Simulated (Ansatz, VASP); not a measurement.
**Be2ZnSe3 in VASP and in Ansatz**

```
Be Zn Se
1.0
     4.48788    0.00000    0.00000
     0.00000    4.48788    0.00000
     0.00000    0.00000    7.91451
Be Zn Se
2 1 3
Direct
  0.50000 0.50000 0.24969
  0.50000 0.50000 0.75031
  0.00000 0.00000 0.50000
  0.50000 0.50000 0.00000
  0.50000 0.50000 0.50000
  0.00000 0.00000 0.00000
```

Alike in both runs: functional PBE; k mesh 4 × 4 × 4; occupations gaussian, width 0.1 eV; no spin polarisation.

Ansatz relaxed the structure, and its values are those at the end. VASP's run is a single point on that final structure, the one shown.

```csv
,VASP,Ansatz
version,VASP 6.6.1,Ansatz 0.2.0
potentials or method,"VASP PAW PBE potentials, release 64 (Be, Zn, Se), cutoff 520 eV","scalar-relativistic, plane waves, PAW"
valence electrons in the cell,34,64
```

Ansatz gave:

| Property | Result |
| --- | --- |
| gap on the k mesh at the Fermi level (eV) | none |
| pressure (GPa) | 0.0 |

Q: Which values does VASP return?

A: gap on the k mesh at the Fermi level (eV): none; pressure (GPa): 0.1.

A gap of «none» marks a metal or a gap that the smearing closes. VASP's potentials hold 34 valence electrons a cell and Ansatz's 64, so a difference there can come from the potentials and not from the codes.
